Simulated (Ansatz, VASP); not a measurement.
C: VASP beside Ansatz

```
C
1.0
     0.00000    1.81471    1.68804
     1.81471    0.00000    1.68804
     1.81471    1.81471    0.00000
C
2
Direct
  0.50000 0.50000 0.50000
  0.75000 0.75000 0.75000
```

Alike in both runs: task single point; functional PBE; k mesh 12 × 12 × 12; occupations gaussian, width 0.05 eV; no spin polarisation.

```csv
,VASP,Ansatz
version,VASP 6.6.1,Ansatz 0.2.0
potentials or method,"VASP PAW PBE potentials, release 64 (C), cutoff 520 eV","scalar-relativistic, plane waves, PAW"
valence electrons in the cell,8,8
```

|  | VASP | Ansatz | Ansatz less VASP |
| --- | --- | --- | --- |
| gap on the k mesh at the Fermi level (eV) | 2.40 | 2.41 | +0.008 |
| least direct gap on the mesh (eV) | 4.41 | 4.42 | +0.003 |
| pressure (GPa) | 11.8 | 11.1 | -0.71 |
| traceless stress, the component that is largest in VASP (GPa) | 42.34 | 42.35 | +0.012 |

With one functional, cell and mesh, what is left measures potentials, basis and numerics.
